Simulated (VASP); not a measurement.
A run of VASP 6.6.1 is set up as follows.

INCAR

```
SYSTEM = Nd
PREC     = Accurate       ! precision mode
ENCUT    = 520            ! plane-wave cutoff, eV
EDIFF    = 1E-6           ! SCF threshold, eV
ISMEAR   = 0              ! smearing method
SIGMA    = 0.05           ! smearing width, eV
LREAL    = .FALSE.        ! projectors in reciprocal space
LASPH    = .TRUE.         ! aspherical terms in the spheres
NELM     = 150            ! most SCF steps
ALGO     = Normal         ! electronic algorithm
ISIF     = 2              ! what is computed and relaxed
LWAVE    = .FALSE.        ! write WAVECAR
LCHARG   = .FALSE.        ! write CHGCAR
ISPIN    = 2              ! spin polarisation
MAGMOM   = 4.04           ! initial moments
LORBIT   = 11             ! projections on sites
LMAXMIX  = 6              ! l up to which the mixer works
GGA      = PE             ! functional
NBANDS   = 17             ! bands
```

Contents of KPOINTS:

```
regular mesh
0
G
  14 14 14
  0 0 0
```

File POSCAR:

```
Nd
1.0
    0.0000000000      2.5809441776      2.5809441776
    2.5809441776      0.0000000000      2.5809441776
    2.5809441776      2.5809441776      0.0000000000
Nd
1
Direct
    0.0000000000      0.0000000000      0.0000000000
```

Potentials or basis: VASP PAW PBE potentials, release 64 (Nd).

Launch:

```console
$ cat potpaw_PBE.64/Nd/POTCAR > POTCAR
$ mpirun -np 1 vasp_std > vasp.out
```

Problem. Predict the site moments.

Solution. Nd +3.38 μB.

Problem. Estimate the net moment.

Solution. 4.17 μB per cell.

Problem. What does it give for the pressure?

Solution. 0.0 GPa.

Caveat: the magnetic or orbital state may not be the lowest. The state reached can hang on the start; a lower one may exist.
